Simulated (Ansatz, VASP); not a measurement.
## ZrH3: VASP beside Ansatz

Contents of INCAR:

```
SYSTEM = ZrH3
PREC = Accurate
ENCUT = 520
EDIFF = 1E-7
ISMEAR = 1
SIGMA = 0.1
LREAL = .FALSE.
LASPH = .TRUE.
NELM = 80
ALGO = Normal
ISIF = 2
LWAVE = .FALSE.
LCHARG = .FALSE.
GGA = PS
NBANDS = 16
```

KPOINTS

```
regular mesh
0
G
  11 11 11
  0 0 0
```

File POSCAR:

```
ZrH3
1.0
    3.1260380000      0.0468905700      0.0000000000
    0.0468905700      3.1260380000      0.0000000000
    0.0000000000      0.0000000000      3.1260380000
Zr H
1 3
Direct
    0.0000000000      0.0000000000      0.0000000000
    0.0000000000      0.5000000000      0.5000000000
    0.5000000000      0.0000000000      0.5000000000
    0.5000000000      0.5000000000      0.0000000000
```

Input for Ansatz:

```yaml
crystal:
  lattice:
    - [3.126038, 0.04689057, 0.0]
    - [0.04689057, 3.126038, 0.0]
    - [0.0, 0.0, 3.126038]
  atoms:
    - { symbol: Zr, position: [0.0, 0.0, 0.0] }
    - { symbol: H, position: [0.0, 0.5, 0.5] }
    - { symbol: H, position: [0.5, 0.0, 0.5] }
    - { symbol: H, position: [0.5, 0.5, 0.0] }
basis:
  ecutwfc: 520.0
kpoints:
  mp_grid:
    grid: [11, 11, 11]
hamiltonian:
  xc: pbesol
  pseudopotentials:
    kind: paw
scf:
  occupations:
    method: cold
output:
  stress: true
```

Alike in both runs: task single point; functional PBEsol; k mesh 11 × 11 × 11; no spin polarisation.

|  | VASP | Ansatz |
| --- | --- | --- |
| version | VASP 6.6.1 | Ansatz 0.2.0 |
| potentials or method | VASP PAW PBE potentials, release 64 (Zr_sv, H), cutoff 520 eV | plane waves, PAW |
| occupations | methfessel-paxton of order 1, width 0.1 eV | cold |
| valence electrons in the cell | 15 | 15 |

```tsv
	VASP	Ansatz	Ansatz less VASP
pressure (GPa)	-4.5	-4.5	0.00
traceless stress, the component that is largest in VASP (GPa)	-1.85	-1.85	+0.001
```

VASP's potentials were made for PBE, not for PBEsol.
